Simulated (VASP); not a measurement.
# Rh: single point with PBE

Rh:

```
Rh
1.0
     0.00000    1.91354    1.91354
     1.91354    0.00000    1.91354
     1.91354    1.91354    0.00000
Rh
1
Direct
  0.00000 0.00000 0.00000
```

| Item | Value |
| --- | --- |
| Program | VASP 6.6.1 |
| Task | single point |
| Functional | PBE |
| Potentials or basis | VASP PAW PBE potentials, release 64 (Rh_pv) |
| Cutoff | 500 eV |
| k mesh | 13 × 13 × 13 |
| Occupations | methfessel-paxton, width 0.05 eV |
| Spin | no spin polarisation |
| Dipole correction | no |
| Further INCAR settings | ALGO = Normal; EDIFF = 1e-06; NBANDS = 14 |

```yaml
Pressure: 0.8 GPa
```

Levels at points of the mesh, in eV from the Fermi level:
| k point | band 4 | band 5 | band 6 | band 7 | band 8 | band 9 | band 10 | band 11 |
| --- | --- | --- | --- | --- | --- | --- | --- | --- |
| (0.00, 0.00, 0.00) | -7.79 | -2.96 | -2.96 | -2.96 | -0.93 | -0.93 | 16.04 | 20.61 |

Run time: 5 s on 1 thread of Intel(R) Xeon(R) 6975P-C (Granite Rapids), with other jobs on the host, peak memory 0.13 GiB.
